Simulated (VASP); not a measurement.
A run of VASP 6.6.1 is set up as follows.

Contents of INCAR:

```
SYSTEM = Ge2H
ALGO     = Fast           ! electronic algorithm
DIPOL    = 0.5 0.5 0.314
EDIFF    = 1E-6           ! SCF threshold, eV
ENCUT    = 520            ! plane-wave cutoff, eV
GGA      = PE             ! functional
IDIPOL   = 3            
ISIF     = 2              ! what is computed and relaxed
ISMEAR   = 0              ! smearing method
ISPIN    = 2              ! spin polarisation
IVDW     = 12             ! dispersion correction
LASPH    = .TRUE.         ! aspherical terms in the spheres
LCHARG   = .FALSE.        ! write CHGCAR
LDIPOL   = .TRUE.       
LORBIT   = 11             ! projections on sites
LREAL    = .FALSE.        ! projectors in reciprocal space
LWAVE    = .FALSE.        ! write WAVECAR
MAGMOM   = 0 0 1          ! initial moments
NBANDS   = 26             ! bands
NELM     = 150            ! most SCF steps
PREC     = Accurate       ! precision mode
SIGMA    = 0.1            ! smearing width, eV
```

The input KPOINTS:

```
k-points
0
G
  9 9 1
  0 0 0
```

POSCAR

```
Ge2H
1.0
    4.0226895460      0.0000000000      0.0000000000
   -2.0113447730      3.4837513384      0.0000000000
    0.0000000000      0.0000000000     17.6842610184
Ge H
2 1
Direct
    0.3333333333      0.6666666667      0.2648830513
    0.6666666667      0.3333333333      0.2261898304
    0.7777777778      0.2222222222      0.4497932376
```

Potentials or basis: VASP PAW PBE potentials, release 64 (Ge_d, H).

The run is started by

```bash
$ cat potpaw_PBE.64/Ge_d/POTCAR potpaw_PBE.64/H/POTCAR > POTCAR
$ mpirun -np 1 vasp_std > vasp.out
```

Task: Estimate the band gap on the k mesh.

Result: Zero (filled and empty bands touch).

Task: What does it give for the dispersion energy per atom?

Result: -0.115 eV.

Forces in eV/Å, atoms in the order of the input:
```
Ge   0.002 -0.001  0.035
Ge  -0.005  0.003  0.000
H    0.003 -0.002 -0.035
```
